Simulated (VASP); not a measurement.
# In2O3 (R-3c) in VASP: settings compared, part 2 of 2

VASP 6.6.1.

### 3 Relaxation of cell and atoms, PBE+D4

INCAR

```
SYSTEM = In2O3
PREC = Accurate
ENCUT = 600
EDIFF = 1E-7
ISMEAR = -1
SIGMA = 0.05
LREAL = .False.
LASPH = .True.
NELM = 120
ALGO = Normal
ISIF = 3
LWAVE = .False.
LCHARG = .False.
GGA = PE
IVDW = 13
IBRION = 2
NSW = 60
EDIFFG = -0.01
GGA_COMPAT = .False.
NELMIN = 4
```

KPOINTS

```
regular mesh
0
Gamma
  6 6 6
  0 0 0
```

POSCAR

```
In2O3
1.0
    2.7435000000      1.5839604635      4.8366666667
   -2.7435000000      1.5839604635      4.8366666667
    0.0000000000     -3.1679209270      4.8366666667
In O
4 6
Direct
    0.8573100000      0.8573100000      0.8573100000
    0.6426900000      0.6426900000      0.6426900000
    0.1426900000      0.1426900000      0.1426900000
    0.3573100000      0.3573100000      0.3573100000
    0.0480000000      0.7500000000      0.4520000000
    0.7500000000      0.4520000000      0.0480000000
    0.4520000000      0.0480000000      0.7500000000
    0.9520000000      0.2500000000      0.5480000000
    0.2500000000      0.5480000000      0.9520000000
    0.5480000000      0.9520000000      0.2500000000
```

Potentials or basis: VASP PAW PBE potentials, release 64 (In_d, O).

On the command line:

```
$ cat potpaw_PBE.64/In_d/POTCAR potpaw_PBE.64/O/POTCAR > POTCAR
$ mpirun -np 1 vasp_std > vasp.out
```

OUTCAR:

```text
SYSTEM = In2O3
   PREC = Accurate
   ENCUT = 600
   EDIFF = 1E-7
   ISMEAR = -1
   LREAL = .False.
   LASPH = .True.
   NELM = 120
   ISIF = 3
   GGA = PE
   IVDW = 13
   IBRION = 2
   NSW = 60
   EDIFFG = -0.01
   NELMIN = 4

 ion  position               nearest neighbor table
   1  0.857  0.857  0.857-   8 2.12  10 2.12   9 2.12   6 2.26   5 2.26   7 2.26   2 3.11   3 3.24
                             3 3.24   3 3.24   2 3.61   2 3.61   2 3.61   4 3.99   4 3.99   4 3.99
   2  0.643  0.643  0.643-   9 2.12  10 2.12   8 2.12   6 2.26   5 2.26   7 2.26   1 3.11   4 3.24
                             4 3.24   4 3.24   1 3.61   1 3.61   1 3.61   3 3.99   3 3.99   3 3.99
   3  0.143  0.143  0.143-   5 2.12   7 2.12   6 2.12   8 2.26   9 2.26  10 2.26   4 3.11   1 3.24
                             1 3.24   1 3.24   4 3.61   4 3.61   4 3.61   2 3.99   2 3.99   2 3.99
   4  0.357  0.357  0.357-   6 2.12   7 2.12   5 2.12   8 2.26   9 2.26  10 2.26   3 3.11   2 3.24
                             2 3.24   2 3.24   3 3.61   3 3.61   3 3.61   1 3.99   1 3.99   1 3.99
   5  0.048  0.750  0.452-   3 2.12   4 2.12   1 2.26   2 2.26
   6  0.750  0.452  0.048-   4 2.12   3 2.12   1 2.26   2 2.26
   7  0.452  0.048  0.750-   3 2.12   4 2.12   1 2.26   2 2.26
   8  0.952  0.250  0.548-   1 2.12   2 2.12   3 2.26   4 2.26
   9  0.250  0.548  0.952-   2 2.12   1 2.12   3 2.26   4 2.26
  10  0.548  0.952  0.250-   1 2.12   2 2.12   3 2.26   4 2.26

  LATTYP: Found a trigonal (rhomboedric) cell.
 ALAT       =     5.7817875648
 COS(alpha) =     0.5496857780

  Lattice vectors:

 A1 = (   2.7435000000,   1.5839604635,   4.8366666667)
 A2 = (  -2.7435000000,   1.5839604635,   4.8366666667)
 A3 = (   0.0000000000,  -3.1679209270,   4.8366666667)

Analysis of symmetry for initial positions (statically):
=====================================================================
 Subroutine PRICEL returns:
 Original cell was already a primitive cell.

 Routine SETGRP: Setting up the symmetry group for a
 trigonal (rhombohedral) supercell.

 Subroutine GETGRP returns: Found 12 space group operations
 (whereof  6 operations were pure point group operations)
 out of a pool of 12 trial point group operations.

The static configuration has the point symmetry S_6 .
 The point group associated with its full space group is D_3d.

Analysis of symmetry for dynamics (positions and initial velocities):
=====================================================================
 Subroutine PRICEL returns:
 Original cell was already a primitive cell.

 Routine SETGRP: Setting up the symmetry group for a
 trigonal (rhombohedral) supercell.

 Subroutine GETGRP returns: Found 12 space group operations
 (whereof  6 operations were pure point group operations)
 out of a pool of 12 trial point group operations.

The dynamic configuration has the point symmetry S_6 .
 The point group associated with its full space group is D_3d.

 Subroutine INISYM returns: Found 12 space group operations
 (whereof  6 operations are pure point group operations),
 and found     1 'primitive' translations

----------------------------------------------------------------------------------------

                                     Primitive cell

  volume of cell :     126.1092

  direct lattice vectors                    reciprocal lattice vectors
     2.743500000  1.583960463  4.836666667     0.182248952  0.105221482  0.068917988
    -2.743500000  1.583960463  4.836666667    -0.182248952  0.105221482  0.068917988
     0.000000000 -3.167920927  4.836666667     0.000000000 -0.210442963  0.068917988

  length of vectors
     5.781787565  5.781787565  5.781787565     0.221440578  0.221440578  0.221440578

  position of ions in fractional coordinates (direct lattice)
     0.857310000  0.857310000  0.857310000
[... 36 lines left out ...]
     0.000000000 -0.035073827  0.011486331    -0.000000000 -0.000000000  0.166666667

  Length of vectors
     0.036906763  0.036906763  0.036906763

  Shift w.r.t. Gamma in fractional coordinates (k-lattice)
     0.000000000  0.000000000  0.000000000

 Subroutine IBZKPT returns following result:
 ===========================================

 Found     32 irreducible k-points:

 Following reciprocal coordinates:
            Coordinates               Weight
  0.000000  0.000000  0.000000      1.000000
  0.166667 -0.000000  0.000000      6.000000
  0.333333 -0.000000  0.000000      6.000000
  0.500000 -0.000000  0.000000      3.000000
  0.166667  0.166667  0.000000      6.000000
  0.333333  0.166667 -0.000000     12.000000
[... 16 lines left out ...]
  0.500000  0.500000  0.166667      6.000000
 -0.333333  0.500000  0.166667     12.000000
 [... further k-points ...]
   k-points           NKPTS =     32   k-points in BZ     NKDIM =     32   number of bands    NBANDS=     52
   number of dos      NEDOS =    301   number of ions     NIONS =     10
   total plane-waves  NPLWV = 110592
   dimension x,y,z NGX =    48 NGY =   48 NGZ =   48
   dimension x,y,z NGXF=    96 NGYF=   96 NGZF=   96
   ions per type =               4   6
   NGX,Y,Z   is equivalent  to a cutoff of  13.80, 13.80, 13.80 a.u.
   NGXF,Y,Z  is equivalent  to a cutoff of  27.60, 27.60, 27.60 a.u.
 SYSTEM =  In2O3
   PREC   = accura    normal or accurate (medium, high low for compatibility)
   ISTART =      0    job   : 0-new  1-cont  2-samecut
   ICHARG =      2    charge: 1-file 2-atom 10-const
   ISPIN  =      1    spin polarized calculation?
   LNONCOLLINEAR =      F non collinear calculations
   LSORBIT =      F    spin-orbit coupling
   LASPH  =      T    aspherical Exc in radial PAW
   ENCUT  =  600.0 eV  44.10 Ry    6.64 a.u.  11.55 11.55 11.55*2*pi/ulx,y,z
   NELM   =    120;   NELMIN=  4; NELMDL= -5     # of ELM steps
   EDIFF  = 0.1E-06   stopping-criterion for ELM
   LREAL  =      F    real-space projection
   EDIFFG = -.1E-01   stopping-criterion for IOM
   NSW    =     60    number of steps for IOM
   IBRION =      2    ionic relax: 0-MD 1-quasi-New 2-CG
   NFREE  =      1    steps in history (QN), initial steepest desc. (CG)
   ISIF   =      3    stress and relaxation
   ISYM   =      2    0-nonsym 1-usesym 2-fastsym
   POTIM  = 0.5000    time-step for ionic-motion
   TEBEG  =    0.0;   TEEND  =   0.0 temperature during run
   PSTRESS=    0.0 pullay stress
   NELECT =      88.0000    total number of electrons
   NUPDOWN=      -1.0000    fix difference up-down
   EMIN   =  10.00;   EMAX   =-10.00  energy-range for DOS
   EFERMI =   0.00;   METHOD = LEGACY
   ISMEAR =    -1;   SIGMA  =   0.05  broadening in eV -4-tet -1-fermi 0-gaus
   EFERMI_NEDOS =   21; number of points for ismear=-14 and -15
   IALGO  =     38    algorithm
   IMIX   =      4    mixing-type and parameters
     AMIX     =   0.40;   BMIX     =  1.00
     AMIX_MAG =   1.60;   BMIX_MAG =  1.00
  volume/ion in A,a.u.               =      12.61        85.10
  Fermi-wavevector in a.u.,A,eV,Ry     =   1.452068  2.744010 28.687886  2.108500
  Thomas-Fermi vector in A             =   2.569492
   LORBIT       =      0    0 simple, 1 ext, 2 COOP (PROOUT), +10 PAW based schemes
   GGA     = PE    functional components
   LHFCALC =     F    Hartree Fock is set to
   AEXX    =    0.0000 exact exchange contribution
   IVDW    =    13    specifies the selected vdW correction
   LEPSILON=     F    determine dielectric tensor
   LRPA    =     F    only Hartree local field effects (RPA)
 conjugate gradient relaxation of ions
 non-spin polarized calculation
  energy-cutoff  :      600.00
  volume of cell :      126.11
 maximum number of plane-waves:      4227
 NGX is ok and might be reduce to    48
   NGX = 23   NGY = 23   NGZ = 23

--------------------------------------- Ionic step        1  -------------------------------------------

 number of electron      88.0000008 magnetization

 Free energy of the ion-electron system (eV)
  ---------------------------------------------------
  ext. energy  EPLUGINS =         0.00000000
  ---------------------------------------------------
  free energy    TOTEN  =       -55.30074199 eV

  energy without entropy =      -55.30074174  energy(sigma->0) =      -55.30074186

------------------------ aborting loop because EDIFF is reached ----------------------------------------

  DFT-D4 for vdW energy calculation

  Edisp (eV):   -2.69377
[... 375 lines left out ...]
--------------------------------------- Ionic step        9  -------------------------------------------

 number of electron      88.0000017 magnetization

 Free energy of the ion-electron system (eV)
  ---------------------------------------------------
  ext. energy  EPLUGINS =         0.00000000
  ---------------------------------------------------
  free energy    TOTEN  =       -55.44869653 eV

  energy without entropy =      -55.44869470  energy(sigma->0) =      -55.44869562

 E-fermi :   5.9213     XC(G=0): -11.0785

 val. band max:        5.2819845671   @ k =   0.3333  -0.0000   0.0000
 cond. band min:       6.3589649065   @ k =   0.0000   0.0000   0.0000
 fundamental gap:      1.0769803394
 Fermi energy:         5.9213212706

 k-point     1 :       0.0000    0.0000    0.0000
  band No.  band energies     occupation
      1     -12.1777      2.00000
      2     -11.3399      2.00000
      3     -11.3399      2.00000
      4     -11.1397      2.00000
      5     -11.1397      2.00000
      6     -11.0501      2.00000
[... 1309 lines left out ...]
     51      13.9520      0.00000
     52      14.6601      0.00000

 [... further k-points ...]

------------------------ aborting loop because EDIFF is reached ----------------------------------------

  DFT-D4 for vdW energy calculation

  Edisp (eV):   -2.61366
[... 33 lines left out ...]
  FREE ENERGIE OF THE ION-ELECTRON SYSTEM (eV)
  ---------------------------------------------------
  free  energy   TOTEN  =       -58.0623555112 eV

  energy  without entropy=      -58.0623536834  energy(sigma->0) =      -58.06235460

 reached required accuracy - stopping structural energy minimisation
```

Run time: 29 min. Hardware: 1 thread of AMD EPYC 7R13 (Zen 3), shared host; peak memory 0.43 GiB.

What came out:

* Free energy: -58.0624 eV
* Relaxed volume: 12.99 Å³/atom
* Relaxed cell: a = 5.832 Å, b = 5.832 Å, c = 5.832 Å, α = 56.82°, β = 56.82°, γ = 56.82°
* Space group after relaxing (to 0.1 Å): R-3c (No. 167)
* Energy gained by relaxing: 6.8 meV/atom
* Ionic steps: 9
* Pressure after relaxing: 0.0 GPa
* Band gap on the k mesh: 1.08 eV (least direct gap 1.15 eV)
* Dispersion energy per atom: -0.261 eV

Forces in eV/Å, atoms in the order of the input:
```
In   0.000  0.000 -0.002
In   0.000  0.000  0.002
In   0.000  0.000  0.002
In   0.000  0.000 -0.002
O    0.000  0.000  0.000
O    0.000  0.000  0.000
O    0.000  0.000  0.000
O    0.000  0.000  0.000
O    0.000  0.000  0.000
O    0.000  0.000  0.000
```

Stress tensor (GPa, compression positive):
```
 0.08  0.00  0.00
 0.00  0.08  0.00
 0.00  0.00 -0.05
```

Step by step:
| step | energy change (eV) | largest force (eV/Å) | pressure (GPa) | volume (Å³) |
| --- | --- | --- | --- | --- |
| 1 | 0.0000 | 0.1220 | 5.38 | 126.11 |
| 2 | -0.0076 | 0.0168 | -4.60 | 134.00 |
| 3 | -0.0666 | 0.0629 | -0.08 | 130.08 |
| 4 | -0.0666 | 0.0639 | 0.02 | 130.00 |
| 5 | -0.0674 | 0.0289 | 0.06 | 129.96 |
| 6 | -0.0676 | 0.0401 | 0.09 | 129.92 |
| 7 | -0.0678 | 0.0159 | -0.10 | 130.05 |
| 8 | -0.0678 | 0.0142 | -0.11 | 130.06 |
| 9 | -0.0678 | 0.0021 | 0.04 | 129.93 |

Final structure:
```
In O
1.0
     2.77443    1.60182    4.87275
    -2.77443    1.60182    4.87275
     0.00000   -3.20363    4.87275
In O
4 6
Direct
  0.85766 0.85766 0.85766
  0.64234 0.64234 0.64234
  0.14234 0.14234 0.14234
  0.35766 0.35766 0.35766
  0.04634 0.75000 0.45366
  0.75000 0.45366 0.04634
  0.45366 0.04634 0.75000
  0.95366 0.25000 0.54634
  0.25000 0.54634 0.95366
  0.54634 0.95366 0.25000
```

Caveat: spin-orbit coupling is left out, which moves the levels of the heavy elements. Zero-point motion and thermal expansion aren't in these numbers.
